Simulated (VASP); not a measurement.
# Ag (Fm-3m) in VASP: a series of runs, part 2 of 2

VASP 6.6.1. The steps go on from the part before.

## Step 3: Single point, PBE (equal strain along all axes, cell held: -1.5 %)

Contents of INCAR:

```
SYSTEM = Ag
PREC = Accurate ; ENCUT = 520
EDIFF = 1E-7 ; ISMEAR = 0
SIGMA = 0.1 ; LREAL = .False.
LASPH = .True. ; NELM = 100
ALGO = Fast ; ISIF = 2
LWAVE = .False. ; LCHARG = .False.
GGA = PE ; NBANDS = 18
```

Contents of KPOINTS:

```
regular mesh
0
Gamma
  18 18 12
  0 0 0
```

Contents of POSCAR:

```
Ag
1.0
    2.0426428760      2.0426428760      0.0000000000
   -2.0426428760      2.0426428760      0.0000000000
    0.0000000000      0.0000000000      4.0852857520
Ag
2
Direct
    0.0000000000      0.0000000000      0.0000000000
    0.5000000000      0.5000000000      0.5000000000
```

Potentials or basis: VASP PAW PBE potentials, release 64 (Ag).

The run is started by

```bash
$ cat potpaw_PBE.64/Ag/POTCAR > POTCAR
$ mpirun -np 1 vasp_std > vasp.out
```

OUTCAR:

```text
SYSTEM = Ag
   PREC = Accurate
   ENCUT = 520
   EDIFF = 1E-7
   ISMEAR = 0
   LREAL = .False.
   LASPH = .True.
   NELM = 100
   ISIF = 2
   GGA = PE

 ion  position               nearest neighbor table
   1  0.000  0.000  0.000-   2 2.89   2 2.89   2 2.89   2 2.89   2 2.89   2 2.89   2 2.89   2 2.89

   2  0.500  0.500  0.500-   1 2.89   1 2.89   1 2.89   1 2.89   1 2.89   1 2.89   1 2.89   1 2.89

  LATTYP: Found a simple tetragonal cell.
 ALAT       =     2.8887332583
 C/A-ratio  =     1.4142135624

  Lattice vectors:

 A1 = (   2.0426428760,   2.0426428760,   0.0000000000)
 A2 = (  -2.0426428760,   2.0426428760,   0.0000000000)
 A3 = (   0.0000000000,   0.0000000000,   4.0852857520)

Analysis of symmetry for initial positions (statically):
=====================================================================
 Subroutine PRICEL returns following result:

  LATTYP: Found a face centered cubic cell.
 ALAT       =     4.0852857520

  Lattice vectors:

 A1 = (   0.0000000000,  -2.0426428760,  -2.0426428760)
 A2 = (   2.0426428760,   0.0000000000,  -2.0426428760)
 A3 = (   2.0426428760,  -2.0426428760,   0.0000000000)

   2 primitive cells build up your supercell.
[... 179 lines left out ...]

 E-fermi :   8.4633     XC(G=0): -12.2113

 val. band max:        8.4513468853   @ k =   0.5000   0.1667   0.1667
 cond. band min:       8.4686955651   @ k =   0.3333   0.2222   0.5000
 fundamental gap:      0.0173486798
 Fermi energy:         8.4632678846

 k-point     1 :       0.0000    0.0000    0.0000
  band No.  band energies     occupation
      1       0.6644      2.00000
      2       1.9901      2.00000
      3       2.1309      2.00000
      4       3.6272      2.00000
      5       3.6272      2.00000
      6       3.6281      2.00000
[... 481 lines left out ...]
      5       3.6035      2.00000
      6       3.7924      2.00000
[... 10 lines left out ...]
     17      21.5696      0.00000
     18      25.7598      0.00000

 [... further k-points ...]

------------------------ aborting loop because EDIFF is reached ----------------------------------------

  FORCE on cell =-STRESS in cart. coord.  units (eV):
  Direction    XX          YY          ZZ          XY          YZ          ZX
  --------------------------------------------------------------------------------------
  -------------------------------------------------------------------------------------
  Total        1.0177986      1.0177986      0.9663608      0.0000000      0.0000000     -0.0000000
  in kB       47.8338233     47.8338233     45.4163853      0.0000000      0.0000000     -0.0000000
  external PRESSURE =      47.0280106 kB  Pullay stress =       0.0000000 kB

 VOLUME and BASIS-vectors are now :
 -----------------------------------------------------------------------------
  energy-cutoff  :      520.00
  volume of cell :       34.09
      direct lattice vectors                 reciprocal lattice vectors
     2.042642876  2.042642876  0.000000000     0.244780919  0.244780919  0.000000000
    -2.042642876  2.042642876  0.000000000    -0.244780919  0.244780919  0.000000000
     0.000000000  0.000000000  4.085285752     0.000000000  0.000000000  0.244780919

 POSITION                                       TOTAL-FORCE (eV/Angst)
 -----------------------------------------------------------------------------------
      0.00000      0.00000      0.00000        -0.000000     -0.000000      0.000000
      0.00000      2.04264      2.04264         0.000000      0.000000     -0.000000
 -----------------------------------------------------------------------------------
    total drift:                               -0.000000      0.000000     -0.000000

  FREE ENERGIE OF THE ION-ELECTRON SYSTEM (eV)
  ---------------------------------------------------
  free  energy   TOTEN  =        -5.4161852898 eV

  energy  without entropy=       -5.4135521624  energy(sigma->0) =       -5.41486873
```

OSZICAR:

```text
N       E                     dE             d eps       ncg     rms          rms(c)
DAV:   1     0.127681107522E+03    0.12768E+03   -0.11492E+04 14036   0.119E+03
DAV:   2    -0.381203168451E+01   -0.13149E+03   -0.12502E+03 14416   0.269E+02
DAV:   3    -0.591949421519E+01   -0.21075E+01   -0.20999E+01 15842   0.385E+01
DAV:   4    -0.592702226905E+01   -0.75281E-02   -0.75275E-02 15142   0.227E+00
DAV:   5    -0.592709315187E+01   -0.70883E-04   -0.70883E-04 15176   0.229E-01    0.741E+00
RMM:   6    -0.543779670274E+01    0.48930E+00   -0.11032E+00 13872   0.860E+00    0.473E+00
RMM:   7    -0.542175311799E+01    0.16044E-01   -0.24141E-02 14491   0.156E+00    0.269E+00
RMM:   8    -0.541621914398E+01    0.55340E-02   -0.21776E-03 14568   0.403E-01    0.248E-01
RMM:   9    -0.541617999571E+01    0.39148E-04   -0.38459E-04 15124   0.163E-01    0.937E-02
RMM:  10    -0.541618339557E+01   -0.33999E-05   -0.49173E-05 14978   0.543E-02    0.423E-02
RMM:  11    -0.541618536549E+01   -0.19699E-05   -0.12622E-05 15088   0.216E-02    0.128E-02
RMM:  12    -0.541618528985E+01    0.75641E-07   -0.87085E-07 13289   0.671E-03
   1 F= -.54161853E+01 E0= -.54148687E+01  d E =-.263313E-02
```

Run time: 2.4 min. Hardware: 1 thread of Intel Xeon Platinum 8375C at 2.90GHz (Ice Lake), shared host; peak memory 0.29 GiB.

Results:

```
Free energy            : -5.4162 eV
Pressure               : 4.7 GPa
Band gap on the k mesh : zero (bands 11 and 12 overlap by 9.36 eV)
```

Levels at points of the mesh, in eV from the Fermi level:
```tsv
k point	band 9	band 10	band 11	band 12	band 13	band 14
(0.00, 0.00, 0.00)	-3.04	-2.80	-2.80	1.58	6.72	10.64
(0.50, 0.00, 0.00)	-3.79	-3.79	-0.58	-0.58	9.27	9.27
(0.50, 0.50, 0.00)	-2.80	-2.80	1.58	1.58	6.72	6.72
(0.00, 0.00, 0.50)	-3.83	-3.83	-3.43	-3.43	14.63	14.63
(0.50, 0.00, 0.50)	-3.01	-3.01	-0.43	-0.43	3.58	3.58
(0.50, 0.50, 0.50)	-2.80	-2.80	5.93	5.93	5.93	5.93
```

Caveat: the cell differs from its parent crystal (equal strain along all axes, cell held: -1.5 %); the cell stands under pressure.

## Step 4: Single point, PBE

This run uses another cell than the first one, of 17.84 Å³/atom.

Contents of INCAR:

```
SYSTEM = Ag
PREC     = Accurate       ! precision mode
ENCUT    = 520            ! plane-wave cutoff, eV
EDIFF    = 1E-6           ! SCF threshold, eV
ISMEAR   = 0              ! smearing method
SIGMA    = 0.1            ! smearing width, eV
LREAL    = .FALSE.        ! projectors in reciprocal space
LASPH    = .TRUE.         ! aspherical terms in the spheres
NELM     = 100            ! most SCF steps
ALGO     = Fast           ! electronic algorithm
ISIF     = 2              ! what is computed and relaxed
LWAVE    = .FALSE.        ! write WAVECAR
LCHARG   = .FALSE.        ! write CHGCAR
GGA      = PE             ! functional
NBANDS   = 18             ! bands
```

Contents of KPOINTS:

```
regular mesh
0
G
  18 18 12
  0 0 0
```

Contents of POSCAR:

```
Ag
1.0
    2.0737491127      2.0737491127      0.0000000000
   -2.0737491127      2.0737491127      0.0000000000
    0.0000000000      0.0000000000      4.1474982254
Ag
2
Direct
    0.0000000000      0.0000000000      0.0000000000
    0.5000000000      0.5000000000      0.5000000000
```

The run is started by

```bash
$ cat potpaw_PBE.64/Ag/POTCAR > POTCAR
$ mpirun -np 1 vasp_std > vasp.out
```

Wall time 2.4 min (1 thread of Intel Xeon Platinum 8375C at 2.90GHz (Ice Lake), shared host); peak memory 0.31 GiB.

It converged, with:

```yaml
Free_energy: -5.4384 eV
Pressure: 0.0 GPa
Band_gap_on_the_k_mesh: zero (bands 11 and 12 overlap by 9.14 eV)
```

Levels at points of the mesh, in eV from the Fermi level:
| k point | band 9 | band 10 | band 11 | band 12 | band 13 | band 14 |
| --- | --- | --- | --- | --- | --- | --- |
| (0.00, 0.00, 0.00) | -3.02 | -2.79 | -2.79 | 1.62 | 6.37 | 10.41 |
| (0.50, 0.00, 0.00) | -3.71 | -3.71 | -0.61 | -0.61 | 8.96 | 8.96 |
| (0.50, 0.50, 0.00) | -2.79 | -2.79 | 1.62 | 1.62 | 6.37 | 6.37 |
| (0.00, 0.00, 0.50) | -3.70 | -3.70 | -3.38 | -3.38 | 14.22 | 14.22 |
| (0.50, 0.00, 0.50) | -2.99 | -2.99 | -0.30 | -0.30 | 3.33 | 3.33 |
| (0.50, 0.50, 0.50) | -2.79 | -2.79 | 5.76 | 5.76 | 5.76 | 5.76 |

## Step 5: Overview

```tsv
cell	further INCAR settings	gap on the mesh (eV)	pressure (GPa)
a = 2.845, b = 2.845, c = 4.023 Å, 2 atoms	ALGO = Fast; EDIFF = 1e-06; NBANDS = 18	none	10.8
a = 2.889, b = 2.889, c = 4.085 Å, 2 atoms	ALGO = Fast; EDIFF = 1e-07; NBANDS = 18	none	4.7
a = 2.933, b = 2.933, c = 4.147 Å, 2 atoms	ALGO = Fast; EDIFF = 1e-06; NBANDS = 18	none	0.0
```

Alike in all rows: task single point; level PBE; potentials or basis VASP PAW PBE potentials, release 64 (Ag); no spin polarisation; k mesh 18 × 18 × 12; cutoff (eV) 520; smearing gaussian 0.1 eV.

Caveats: the cell stands under pressure (at least some runs).

Absolute energies hang on the potentials; compare differences alone.

The gap in the log of VASP goes by the Fermi energy; the results here count the filled bands.